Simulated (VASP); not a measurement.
# MgO (Fm-3m) in VASP: further runs, part 2 of 2

VASP 6.6.1. The steps go on from the part before.

## Step 3: Single point, LDA

This run uses another cell than the first one, of 9.77 Å³/atom.

Contents of INCAR:

```
SYSTEM = MgO
ALGO = Normal
EDIFF = 1E-6
ENCUT = 840
GGA_COMPAT = .FALSE.
ISIF = 2
ISMEAR = -5
LASPH = .TRUE.
LCHARG = .FALSE.
LREAL = .FALSE.
LWAVE = .FALSE.
NBANDS = 15
NELM = 120
PREC = Accurate
SIGMA = 0.05
```

Contents of KPOINTS:

```
k-points
0
G
  11 11 11
  0 0 0
```

Contents of POSCAR:

```
MgO
1.0
    0.0000000000      2.1381295086      2.1381295086
    2.1381295086      0.0000000000      2.1381295086
    2.1381295086      2.1381295086      0.0000000000
Mg O
1 1
Direct
    0.0000000000      0.0000000000      0.0000000000
    0.5000000000      0.5000000000      0.5000000000
```

Potentials or basis: VASP PAW LDA potentials, release 64 (Mg_sv, O).

Launch:

```console
$ cat potpaw_LDA.64/Mg_sv/POTCAR potpaw_LDA.64/O/POTCAR > POTCAR
$ mpirun -np 1 vasp_std > vasp.out
```

OUTCAR:

```text
SYSTEM = MgO
   EDIFF = 1E-6
   ENCUT = 840
   ISIF = 2
   ISMEAR = -5
   LASPH = .TRUE.
   LREAL = .FALSE.
   NELM = 120
   PREC = Accurate

 ion  position               nearest neighbor table
   1  0.000  0.000  0.000-
   2  0.500  0.500  0.500-

  LATTYP: Found a face centered cubic cell.
 ALAT       =     4.2762590172

  Lattice vectors:

 A1 = (   0.0000000000,   2.1381295086,   2.1381295086)
 A2 = (   2.1381295086,   0.0000000000,   2.1381295086)
 A3 = (   2.1381295086,   2.1381295086,   0.0000000000)

Analysis of symmetry for initial positions (statically):
[... 610 lines left out ...]
     12      19.3902      0.00000
     13      19.6857      0.00000
     14      22.7041      0.00000
     15      25.6717      0.00000

 [... further k-points ...]
[... 5 lines left out ...]
  --------------------------------------------------------------------------------------
  -------------------------------------------------------------------------------------
  Total       -1.4308386     -1.4308386     -1.4308386      0.0000000      0.0000000      0.0000000
  in kB     -117.2652145   -117.2652145   -117.2652145      0.0000000      0.0000000      0.0000000
  external PRESSURE =    -117.2652145 kB  Pullay stress =       0.0000000 kB

 VOLUME and BASIS-vectors are now :
 -----------------------------------------------------------------------------
  energy-cutoff  :      840.00
  volume of cell :       19.55
      direct lattice vectors                 reciprocal lattice vectors
     0.000000000  2.138129509  2.138129509    -0.233849258  0.233849258  0.233849258
     2.138129509  0.000000000  2.138129509     0.233849258 -0.233849258  0.233849258
     2.138129509  2.138129509  0.000000000     0.233849258  0.233849258 -0.233849258

 POSITION                                       TOTAL-FORCE (eV/Angst)
 -----------------------------------------------------------------------------------
      0.00000      0.00000      0.00000         0.000000      0.000000     -0.000000
      2.13813      2.13813      2.13813        -0.000000     -0.000000      0.000000
 -----------------------------------------------------------------------------------
    total drift:                                0.000000      0.000000      0.000000

  FREE ENERGIE OF THE ION-ELECTRON SYSTEM (eV)
  ---------------------------------------------------
  free  energy   TOTEN  =       -13.1800562525 eV

  energy  without entropy=      -13.1800562525  energy(sigma->0) =      -13.18005625
```

OSZICAR:

```text
N       E                     dE             d eps       ncg     rms          rms(c)
DAV:   1     0.160093412560E+03    0.16009E+03   -0.13391E+04  1680   0.174E+03
DAV:   2    -0.874284043578E+01   -0.16884E+03   -0.16005E+03  1995   0.437E+02
DAV:   3    -0.147012470114E+02   -0.59584E+01   -0.59278E+01  2239   0.791E+01
DAV:   4    -0.147804710589E+02   -0.79224E-01   -0.79213E-01  1855   0.899E+00
DAV:   5    -0.147816995095E+02   -0.12285E-02   -0.12284E-02  2128   0.928E-01    0.848E+00
DAV:   6    -0.132521613103E+02    0.15295E+01   -0.25456E+00  1792   0.148E+01    0.291E+00
DAV:   7    -0.132104527867E+02    0.41709E-01   -0.12899E-01  1918   0.334E+00    0.171E+00
DAV:   8    -0.131810062284E+02    0.29447E-01   -0.46689E-02  2086   0.216E+00    0.322E-01
DAV:   9    -0.131800234740E+02    0.98275E-03   -0.33516E-03  1869   0.504E-01    0.819E-02
DAV:  10    -0.131800697419E+02   -0.46268E-04   -0.16073E-04  2135   0.172E-01    0.453E-02
DAV:  11    -0.131800564069E+02    0.13335E-04   -0.21259E-05  1960   0.557E-02    0.355E-03
DAV:  12    -0.131800562525E+02    0.15444E-06   -0.56550E-07  1421   0.114E-02
   1 F= -.13180056E+02 E0= -.13180056E+02  d E =0.000000E+00
```

It took 31 s on 1 thread of Intel Xeon Platinum 8488C (Sapphire Rapids), shared host; peak memory 0.16 GiB.

Results:

| Property | Result |
| --- | --- |
| Free energy | -13.1801 eV |
| Pressure | -11.7 GPa |
| Band gap on the k mesh | 4.24 eV |

Caveat: the cell stands under tension.

## Step 4: Single point, PBE

This run uses another cell than the first one, of 9.77 Å³/atom.

Contents of INCAR:

```
SYSTEM = MgO
  PREC = Accurate
  ENCUT = 840
  EDIFF = 1E-6
  ISMEAR = -1
  SIGMA = 0.05
  LREAL = .False.
  LASPH = .True.
  NELM = 120
  ALGO = Normal
  ISIF = 2
  LWAVE = .False.
  LCHARG = .True.
  GGA = PE
  LELF = .True.
  LVHAR = .True.
  NBANDS = 15
  GGA_COMPAT = .False.
```

Contents of KPOINTS:

```
regular mesh
0
Gamma
  11 11 11
  0 0 0
```

POSCAR is that of step 3.

Potentials or basis: VASP PAW PBE potentials, release 64 (Mg_sv, O).

Launch:

```console
$ cat potpaw_PBE.64/Mg_sv/POTCAR potpaw_PBE.64/O/POTCAR > POTCAR
$ mpirun -np 1 vasp_std > vasp.out
```

It took 42 s on 1 thread of Intel Xeon Platinum 8259CL at 2.50GHz (Skylake/Cascade Lake), shared host; peak memory 0.18 GiB.

Results (log left out):

| Property | Result |
| --- | --- |
| Free energy | -11.8836 eV |
| Pressure | -2.3 GPa |
| Band gap on the k mesh | 4.31 eV |

Levels at points of the mesh, in eV from the valence-band top:
```
           k point  band 4  band 5  band 6  band 7  band 8  band 9  band 10  band 11  band 12  band 13
(0.00, 0.00, 0.00)  -39.16  -17.02    0.00    0.00    0.00    4.31    15.55    15.55    15.55    19.34
```

## Step 5: Single point, LDA

This run uses another cell than the first one, of 8.85 Å³/atom.

Contents of INCAR:

```
SYSTEM = MgO
PREC     = Accurate       ! precision mode
ENCUT    = 840            ! plane-wave cutoff, eV
EDIFF    = 1E-6           ! SCF threshold, eV
ISMEAR   = -5             ! smearing method
SIGMA    = 0.05           ! smearing width, eV
LREAL    = .False.        ! projectors in reciprocal space
LASPH    = .True.         ! aspherical terms in the spheres
NELM     = 120            ! most SCF steps
ALGO     = Normal         ! electronic algorithm
ISIF     = 2              ! what is computed and relaxed
LWAVE    = .False.        ! write WAVECAR
LCHARG   = .True.         ! write CHGCAR
LELF     = .True.         ! ELF
LVHAR    = .True.       
NBANDS   = 15             ! bands
GGA_COMPAT= .False.
```

Contents of KPOINTS:

```
Automatic mesh
0
Gamma
  11 11 11
  0 0 0
```

Contents of POSCAR:

```
MgO
1.0
    0.0000000000      2.0686600618      2.0686600618
    2.0686600618      0.0000000000      2.0686600618
    2.0686600618      2.0686600618      0.0000000000
Mg O
1 1
Direct
    0.0000000000      0.0000000000      0.0000000000
    0.5000000000      0.5000000000      0.5000000000
```

Potentials or basis: VASP PAW LDA potentials, release 64 (Mg_sv, O).

Launch:

```console
$ cat potpaw_LDA.64/Mg_sv/POTCAR potpaw_LDA.64/O/POTCAR > POTCAR
$ mpirun -np 1 vasp_std > vasp.out
```

Wall time 34 s (1 thread of Intel Xeon Platinum 8259CL at 2.50GHz (Skylake/Cascade Lake), shared host); peak memory 0.15 GiB.

It converged, with:

```yaml
Free_energy: -13.2287 eV
Pressure: 3.5 GPa
Band_gap_on_the_k_mesh: 5.21 eV
```

Levels at points of the mesh, in eV from the valence-band top:
```
           k point  band 4  band 5  band 6  band 7  band 8  band 9  band 10  band 11  band 12  band 13
(0.00, 0.00, 0.00)  -38.62  -17.27    0.00    0.00    0.00    5.21    15.82    15.82    15.82    19.99
```

Caveat: the cell stands under pressure.

## Step 6: Summary

```csv
level,potentials or basis,cell,smearing,gap on the mesh (eV),pressure (GPa)
LDA,"VASP PAW LDA potentials, release 64 (Mg_sv, O)","a = 2.905 Å, angles 60.0°, 2 atoms",tetrahedron,5.43,7.6
LDA,"VASP PAW LDA potentials, release 64 (Mg_sv, O)","a = 3.024 Å, angles 60.0°, 2 atoms",tetrahedron,4.24,-11.7
PBE,"VASP PAW PBE potentials, release 64 (Mg_sv, O)","a = 3.024 Å, angles 60.0°, 2 atoms",fermi-dirac 0.05 eV,4.31,-2.3
LDA,"VASP PAW LDA potentials, release 64 (Mg_sv, O)","a = 2.926 Å, angles 60.0°, 2 atoms",tetrahedron,5.21,3.5
```

Alike in all rows: task single point; no spin polarisation; k mesh 11 × 11 × 11; cutoff (eV) 840.

Caveats: the cell stands under pressure (at least some runs); the cell stands under tension (at least some runs).

Absolute energies hang on the potentials; compare differences alone.
